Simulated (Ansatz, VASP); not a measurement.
Two plane-wave programs on Sc

File INCAR:

```
SYSTEM = Sc
PREC = Accurate ; ENCUT = 520
EDIFF = 1E-7 ; ISMEAR = 0
SIGMA = 0.15 ; LREAL = .FALSE.
LASPH = .TRUE. ; NELM = 100
ALGO = Fast ; ISIF = 2
LWAVE = .FALSE. ; LCHARG = .FALSE.
GGA = PE ; NBANDS = 18
```

KPOINTS

```
Automatic mesh
0
G
  18 18 10
  0 0 0
```

File POSCAR:

```
Sc
1.0
    3.2554208553      0.0000000000      0.0000000000
   -1.6277104276      2.8192771608      0.0000000000
    0.0000000000      0.0000000000      5.4421682672
Sc
2
Direct
    0.3333333333      0.6666666667      0.2500000000
    0.6666666667      0.3333333333      0.7500000000
```

Input for Ansatz:

```yaml
crystal:
  lattice:
    - [3.2554208553, 0.0, 0.0]
    - [-1.6277104276, 2.8192771608, 0.0]
    - [0.0, 0.0, 5.4421682672]
  atoms:
    - { symbol: Sc, position: [0.3333333333, 0.6666666667, 0.25] }
    - { symbol: Sc, position: [0.6666666667, 0.3333333333, 0.75] }
basis:
  ecutwfc: 420
kpoints:
  mp_grid: { grid: [18, 18, 10] }
hamiltonian:
  xc: pbe
scf:
  occupations: { method: gaussian, width: 0.15 }
output:
  forces: true
  stress: true
  eigenvalues: true
```

Alike in both runs: task single point; functional PBE; k mesh 18 × 18 × 10; occupations gaussian, width 0.15 eV; no spin polarisation.

```csv
,VASP,Ansatz
version,VASP 6.6.1,Ansatz 0.2.0
potentials or method,"VASP PAW PBE potentials, release 64 (Sc_sv), cutoff 520 eV","scalar-relativistic, plane waves, PAW"
valence electrons in the cell,22,22
```

```csv
,VASP,Ansatz,Ansatz less VASP
gap on the k mesh at the Fermi level (eV),none,none,-
pressure (GPa),-0.4,-0.4,-0.03
"traceless stress, the component that is largest in VASP (GPa)",-3.19,-3.18,+0.005
```

A gap of «none» marks a metal or a gap that the smearing closes.
